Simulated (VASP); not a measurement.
Here is a VASP 6.6.1 calculation.

The input INCAR:

```
  PREC = Accurate
  ENCUT = 520
  EDIFF = 1E-6
  ISMEAR = -1
  SIGMA = 0.06122561905347299
  LREAL = F
  LASPH = T
  NELM = 60
  ALGO = Normal
  ISIF = 2
  LWAVE = F
  LCHARG = T
  GGA = PE
  LELF = T
  LVHAR = T
  NBANDS = 11
```

Contents of KPOINTS:

```
Automatic mesh
0
Gamma
  32 32 32
```

POSCAR

```
Sr
1.0
   -2.3976277688      2.3976277688      2.3976277688
    2.3976277688     -2.3976277688      2.3976277688
    2.3976277688      2.3976277688     -2.3976277688
Sr
1
Direct
    0.0000000000      0.0000000000      0.0000000000
```

Potentials or basis: VASP PAW PBE potentials, release 64 (Sr_sv).

Command:

```bash
$ cat potpaw_PBE.64/Sr_sv/POTCAR > POTCAR
$ mpirun -np 1 vasp_std > vasp.out
```

Problem. Predict the pressure.

Solution. -0.2 GPa.

Problem. What does it give for the band gap on the k mesh?

Solution. Zero (bands 5 and 6 overlap by 0.48 eV).
